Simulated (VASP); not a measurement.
# Mg (Fm-3m) in VASP: notebook

Aim: see how the results for Mg move with the level of theory and the settings. Levels: LDA, PBE, PBEsol, revPBE, BLYP. Tasks: single point.

Everything below comes from runs of VASP 6.6.1. Logs are shortened: lines on timing, memory, paths and dates and some standing lists are left out, and cuts for length are marked.

## Step 1: The cell of the first run

Symmetry: Fm-3m, No. 225, cubic system. Conventional cell: a = 4.431 Å, b = 4.431 Å, c = 4.431 Å, α = 90.00°, β = 90.00°, γ = 90.00°. Mg (site symmetry m-3m) has 12 Mg at 3.13 Å within 4.1 Å.

## Step 2: Single point, LDA

Input file INCAR:

```
SYSTEM = Mg
ALGO = Fast ; EDIFF = 1E-7
ENCUT = 520 ; ISIF = 2
ISMEAR = -1 ; LASPH = .TRUE.
LCHARG = .TRUE. ; LELF = .TRUE.
LREAL = .FALSE. ; LVHAR = .TRUE.
LWAVE = .FALSE. ; NBANDS = 7
NELM = 80 ; PREC = Accurate
SIGMA = 0.05
```

Input file KPOINTS:

```
k-points
0
G
  10 10 10
  0 0 0
```

Input file POSCAR:

```
Mg
1.0
    0.0000000000      2.2154184453      2.2154184453
    2.2154184453      0.0000000000      2.2154184453
    2.2154184453      2.2154184453      0.0000000000
Mg
1
Direct
    0.0000000000      0.0000000000      0.0000000000
```

Potentials or basis: VASP PAW LDA potentials, release 64 (Mg).

Started as:

```
cat potpaw_LDA.64/Mg/POTCAR > POTCAR
mpirun -np 1 vasp_std > vasp.out
```

OUTCAR:

```text
SYSTEM = Mg
   EDIFF = 1E-7
   ENCUT = 520
   ISIF = 2
   ISMEAR = -1
   LASPH = .TRUE.
   LREAL = .FALSE.
   NELM = 80
   PREC = Accurate

 ion  position               nearest neighbor table
   1  0.000  0.000  0.000-

  LATTYP: Found a face centered cubic cell.
 ALAT       =     4.4308368906

  Lattice vectors:

 A1 = (   0.0000000000,   2.2154184453,   2.2154184453)
 A2 = (   2.2154184453,   0.0000000000,   2.2154184453)
 A3 = (   2.2154184453,   2.2154184453,   0.0000000000)

Analysis of symmetry for initial positions (statically):
=====================================================================
 Subroutine PRICEL returns:
 Original cell was already a primitive cell.

 Routine SETGRP: Setting up the symmetry group for a
 face centered cubic supercell.

 Subroutine GETGRP returns: Found 48 space group operations
 (whereof 48 operations were pure point group operations)
 out of a pool of 48 trial point group operations.

The static configuration has the point symmetry O_h .

Analysis of symmetry for dynamics (positions and initial velocities):
=====================================================================
 Subroutine PRICEL returns:
 Original cell was already a primitive cell.

 Routine SETGRP: Setting up the symmetry group for a
 face centered cubic supercell.

 Subroutine GETGRP returns: Found 48 space group operations
 (whereof 48 operations were pure point group operations)
 out of a pool of 48 trial point group operations.

The dynamic configuration has the point symmetry O_h .

 Subroutine INISYM returns: Found 48 space group operations
 (whereof 48 operations are pure point group operations),
 and found     1 'primitive' translations

----------------------------------------------------------------------------------------

                                     Primitive cell

  volume of cell :      21.7469

  direct lattice vectors                    reciprocal lattice vectors
     0.000000000  2.215418445  2.215418445    -0.225690998  0.225690998  0.225690998
     2.215418445  0.000000000  2.215418445     0.225690998 -0.225690998  0.225690998
     2.215418445  2.215418445  0.000000000     0.225690998  0.225690998 -0.225690998

  length of vectors
     3.133074812  3.133074812  3.133074812     0.390908275  0.390908275  0.390908275

  position of ions in fractional coordinates (direct lattice)
     0.000000000  0.000000000  0.000000000

  ion indices of the primitive-cell ions
   primitive index   ion index
                 1           1

----------------------------------------------------------------------------------------

 KPOINTS: k-points

Automatic generation of k-mesh.
 Grid dimensions read from file:
 generate k-points for:   10   10   10

 Generating k-lattice:

  Cartesian coordinates                     Fractional coordinates (reciprocal lattice)
    -0.022569100  0.022569100  0.022569100     0.100000000  0.000000000  0.000000000
     0.022569100 -0.022569100  0.022569100     0.000000000  0.100000000  0.000000000
     0.022569100  0.022569100 -0.022569100     0.000000000  0.000000000  0.100000000

  Length of vectors
     0.039090828  0.039090828  0.039090828

  Shift w.r.t. Gamma in fractional coordinates (k-lattice)
     0.000000000  0.000000000  0.000000000

 Subroutine IBZKPT returns following result:
 ===========================================

 Found     47 irreducible k-points:

 Following reciprocal coordinates:
            Coordinates               Weight
  0.000000  0.000000  0.000000      1.000000
  0.100000  0.000000  0.000000      8.000000
  0.200000  0.000000  0.000000      8.000000
  0.300000  0.000000  0.000000      8.000000
  0.400000  0.000000  0.000000      8.000000
  0.500000  0.000000  0.000000      4.000000
[... 16 lines left out ...]
  0.300000  0.300000  0.000000      6.000000
  0.400000  0.300000  0.000000     24.000000
 [... further k-points ...]
   k-points           NKPTS =     47   k-points in BZ     NKDIM =     47   number of bands    NBANDS=      7
   number of dos      NEDOS =    301   number of ions     NIONS =      1
   total plane-waves  NPLWV =  13824
   dimension x,y,z NGX =    24 NGY =   24 NGZ =   24
   dimension x,y,z NGXF=    48 NGYF=   48 NGZF=   48
   ions per type =               1
   NGX,Y,Z   is equivalent  to a cutoff of  12.73, 12.73, 12.73 a.u.
   NGXF,Y,Z  is equivalent  to a cutoff of  25.47, 25.47, 25.47 a.u.
 SYSTEM =  Mg
   PREC   = accura    normal or accurate (medium, high low for compatibility)
   ISTART =      0    job   : 0-new  1-cont  2-samecut
   ICHARG =      2    charge: 1-file 2-atom 10-const
   ISPIN  =      1    spin polarized calculation?
   LNONCOLLINEAR =      F non collinear calculations
   LSORBIT =      F    spin-orbit coupling
   LASPH  =      T    aspherical Exc in radial PAW
   ENCUT  =  520.0 eV  38.22 Ry    6.18 a.u.   5.83  5.83  5.83*2*pi/ulx,y,z
   NELM   =     80;   NELMIN=  2; NELMDL= -5     # of ELM steps
   EDIFF  = 0.1E-06   stopping-criterion for ELM
   LREAL  =      F    real-space projection
   EDIFFG = 0.1E-05   stopping-criterion for IOM
   NSW    =      0    number of steps for IOM
   IBRION =     -1    ionic relax: 0-MD 1-quasi-New 2-CG
   NFREE  =      0    steps in history (QN), initial steepest desc. (CG)
   ISIF   =      2    stress and relaxation
   ISYM   =      2    0-nonsym 1-usesym 2-fastsym
   POTIM  = 0.5000    time-step for ionic-motion
   TEBEG  =    0.0;   TEEND  =   0.0 temperature during run
   PSTRESS=    0.0 pullay stress
   NELECT =       2.0000    total number of electrons
   NUPDOWN=      -1.0000    fix difference up-down
   EMIN   =  10.00;   EMAX   =-10.00  energy-range for DOS
   EFERMI =   0.00;   METHOD = LEGACY
   ISMEAR =    -1;   SIGMA  =   0.05  broadening in eV -4-tet -1-fermi 0-gaus
   EFERMI_NEDOS =   21; number of points for ismear=-14 and -15
   IALGO  =     68    algorithm
   IMIX   =      4    mixing-type and parameters
     AMIX     =   0.40;   BMIX     =  1.00
     AMIX_MAG =   1.60;   BMIX_MAG =  1.00
  volume/ion in A,a.u.               =      21.75       146.76
  Fermi-wavevector in a.u.,A,eV,Ry     =   0.738957  1.396426  7.429559  0.546057
  Thomas-Fermi vector in A             =   1.833004
   LORBIT       =      0    0 simple, 1 ext, 2 COOP (PROOUT), +10 PAW based schemes
   GGA     = CA    functional components
   LHFCALC =     F    Hartree Fock is set to
   AEXX    =    0.0000 exact exchange contribution
   IVDW    =     0    specifies the selected vdW correction
   LEPSILON=     F    determine dielectric tensor
   LRPA    =     F    only Hartree local field effects (RPA)
 non-spin polarized calculation
 RMM-DIIS sequential band-by-band and
  energy-cutoff  :      520.00
  volume of cell :       21.75
 maximum number of plane-waves:       600
   NGX = 11   NGY = 11   NGZ = 11

 number of electron       2.0000000 magnetization

 Free energy of the ion-electron system (eV)
  ---------------------------------------------------
  ext. energy  EPLUGINS =         0.00000000
  ---------------------------------------------------
  free energy    TOTEN  =        -1.79935898 eV

  energy without entropy =       -1.79545040  energy(sigma->0) =       -1.79740469

 E-fermi :   2.8196     XC(G=0):  -8.8564

 val. band max:        2.7893566986   @ k =  -0.4000   0.5000   0.1000
 cond. band min:       2.9112561672   @ k =  -0.3000   0.4000   0.1000
 fundamental gap:      0.1218994686
 Fermi energy:         2.8196157067

 k-point     1 :       0.0000    0.0000    0.0000
  band No.  band energies     occupation
      1      -4.3998      2.00000
      2      15.3821      0.00000
      3      15.3821      0.00000
      4      15.3821      0.00000
      5      17.4771      0.00000
      6      17.4771      0.00000
      7      17.4771      0.00000

 k-point     2 :       0.1000    0.0000    0.0000
  band No.  band energies     occupation
      1      -4.1697      2.00000
      2      12.7409      0.00000
      3      14.9621      0.00000
      4      14.9621      0.00000
      5      17.3980      0.00000
      6      18.2790      0.00000
      7      18.2790      0.00000

 k-point     3 :       0.2000    0.0000    0.0000
  band No.  band energies     occupation
      1      -3.4829      2.00000
      2       9.4093      0.00000
      3      14.4115      0.00000
      4      14.4115      0.00000
      5      16.9224      0.00000
      6      18.3861      0.00000
      7      18.3861      0.00000

 k-point     4 :       0.3000    0.0000    0.0000
  band No.  band energies     occupation
      1      -2.3497      2.00000
      2       6.3294      0.00000
      3      14.1241      0.00000
      4      14.1241      0.00000
      5      16.6302      0.00000
      6      16.8492      0.00000
      7      16.8492      0.00000

 k-point     5 :       0.4000    0.0000    0.0000
  band No.  band energies     occupation
      1      -0.7880      2.00000
      2       3.5901      0.00000
      3      14.1394      0.00000
      4      14.1394      0.00000
      5      15.7137      0.00000
      6      15.7137      0.00000
      7      16.6438      0.00000
[... 161 lines left out ...]
 k-point    22 :      -0.2000    0.2000    0.0000
  band No.  band energies     occupation
      1      -1.9752      2.00000
      2       7.4639      0.00000
      3       8.8900      0.00000
      4      14.5146      0.00000
      5      16.0562      0.00000
      6      17.7545      0.00000
      7      19.2409      0.00000

 k-point    23 :       0.3000    0.3000    0.0000
  band No.  band energies     occupation
      1      -1.6767      2.00000
      2       9.7624      0.00000
      3      10.1656      0.00000
      4      10.9104      0.00000
      5      10.9104      0.00000
      6      14.1094      0.00000
      7      23.8793      0.00000

 k-point    24 :       0.4000    0.3000    0.0000
  band No.  band energies     occupation
      1      -0.5676      2.00000
      2       7.6856      0.00000
      3       8.2504      0.00000
      4      10.5983      0.00000
      5      11.4197      0.00000
      6      14.7929      0.00000
      7      23.3437      0.00000

 [... further k-points ...]
[... 5 lines left out ...]
  --------------------------------------------------------------------------------------
  -------------------------------------------------------------------------------------
  Total       -0.0409932     -0.0409932     -0.0409932      0.0000000     -0.0000000      0.0000000
  in kB       -3.0201262     -3.0201262     -3.0201262      0.0000000     -0.0000000      0.0000000
  external PRESSURE =      -3.0201262 kB  Pullay stress =       0.0000000 kB

 VOLUME and BASIS-vectors are now :
 -----------------------------------------------------------------------------
  energy-cutoff  :      520.00
  volume of cell :       21.75
      direct lattice vectors                 reciprocal lattice vectors
     0.000000000  2.215418445  2.215418445    -0.225690998  0.225690998  0.225690998
     2.215418445  0.000000000  2.215418445     0.225690998 -0.225690998  0.225690998
     2.215418445  2.215418445  0.000000000     0.225690998  0.225690998 -0.225690998

 POSITION                                       TOTAL-FORCE (eV/Angst)
 -----------------------------------------------------------------------------------
      0.00000      0.00000      0.00000         0.000000      0.000000      0.000000
 -----------------------------------------------------------------------------------
    total drift:                               -0.000000      0.000000      0.000000

  FREE ENERGIE OF THE ION-ELECTRON SYSTEM (eV)
  ---------------------------------------------------
  free  energy   TOTEN  =        -1.7993589807 eV

  energy  without entropy=       -1.7954504016  energy(sigma->0) =       -1.79740469
```

Run time: 2.9 s. Hardware: 1 thread of Intel Xeon 6975P-C (Granite Rapids), shared host; peak memory 0.12 GiB.

What came out:

- Free energy: -1.7994 eV
- Pressure: -0.3 GPa
- Band gap on the k mesh: zero (band 1 reaches 3.61 eV, above the bottom of band 2 at 1.43 eV)

[end of part 1 of 2]
